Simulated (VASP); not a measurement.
A run of VASP 6.6.1 is set up as follows.

Contents of INCAR:

```
PREC = Accurate
ENCUT = 600
EDIFF = 1E-7
ISMEAR = -1
SIGMA = 0.15
LREAL = False
LASPH = True
NELM = 80
ALGO = Fast
ISIF = 3
LWAVE = False
LCHARG = False
GGA = PE
IBRION = 2
NSW = 80
EDIFFG = -0.001
```

The input KPOINTS:

```
Automatic mesh
0
Gamma
  16 16 10
```

Contents of POSCAR:

```
Au
1.0
    1.4327106737     -2.5703810372      0.0000000000
    1.4327106737      2.5703810372      0.0000000000
    0.0000000000      0.0000000000      4.8921328847
Au
2
Direct
    0.6639514451      0.3360485549      0.2500000000
    0.3360485549      0.6639514451      0.7500000000
```

Potentials or basis: VASP PAW PBE potentials, release 64 (Au).

The run is started by

```sh
$ cat potpaw_PBE.64/Au/POTCAR > POTCAR
$ mpirun -np 1 vasp_std > vasp.out
```

Predict the band gap on the k mesh.

zero (bands 11 and 12 overlap by 6.14 eV).

What does it give for the relaxed volume?

17.99 Å³/atom.

Estimate the relaxed cell.

a = 2.917 Å, b = 2.917 Å, c = 4.887 Å, α = 90.00°, β = 90.00°, γ = 120.05°.

What does it give for the space group after relaxing (to 0.1 Å)?

P6_3/mmc (No. 194).

The path:
| step | energy change (eV) | largest force (eV/Å) | pressure (GPa) | volume (Å³) |
| --- | --- | --- | --- | --- |
| 1 | 0.0000 | 0.0064 | -0.14 | 36.03 |
| 2 | -0.0010 | 0.0018 | 0.17 | 35.95 |
| 3 | -0.0016 | 0.0055 | 0.65 | 35.81 |
| 4 | -0.0021 | 0.0081 | 0.19 | 35.93 |
| 5 | -0.0021 | 0.0101 | -0.08 | 36.00 |
| 6 | -0.0021 | 0.0097 | -0.06 | 35.99 |
| 7 | -0.0021 | 0.0096 | -0.03 | 35.99 |
| 8 | -0.0022 | 0.0091 | -0.02 | 35.98 |
| 9 | -0.0022 | 0.0090 | 0.01 | 35.98 |
| 10 | -0.0022 | 0.0089 | 0.09 | 35.96 |
| 11 | -0.0022 | 0.0107 | 0.05 | 35.97 |
| 12 | -0.0022 | 0.0075 | -0.06 | 36.00 |
| 13 | -0.0022 | 0.0096 | -0.05 | 35.99 |
| 14 | -0.0022 | 0.0089 | -0.04 | 35.99 |
| 15 | -0.0023 | 0.0076 | -0.01 | 35.98 |
| 16 | -0.0023 | 0.0052 | 0.09 | 35.95 |
| 17 | -0.0023 | 0.0048 | 0.14 | 35.94 |
| 18 | -0.0023 | 0.0051 | 0.13 | 35.95 |
| 19 | -0.0023 | 0.0039 | 0.11 | 35.95 |
| 20 | -0.0023 | 0.0011 | 0.08 | 35.96 |
| 21 | -0.0024 | 0.0007 | 0.02 | 35.97 |
| 22 | -0.0024 | 0.0036 | 0.04 | 35.97 |
| 23 | -0.0024 | 0.0001 | 0.02 | 35.97 |
| 24 | -0.0024 | 0.0024 | 0.02 | 35.97 |
| 25 | -0.0024 | 0.0017 | 0.01 | 35.98 |
| 26 | -0.0024 | 0.0018 | 0.00 | 35.98 |
| 27 | -0.0024 | 0.0009 | 0.00 | 35.98 |
| 28 | -0.0024 | 0.0009 | 0.01 | 35.98 |
| 29 | -0.0024 | 0.0001 | 0.01 | 35.98 |
| 30 | -0.0024 | 0.0004 | 0.01 | 35.98 |
| 31 | -0.0024 | 0.0006 | -0.02 | 35.98 |
| 32 | -0.0024 | 0.0018 | 0.00 | 35.98 |
| 33 | -0.0024 | 0.0008 | 0.00 | 35.98 |

Caveat: spin-orbit coupling is left out, which moves the levels of the heavy elements.
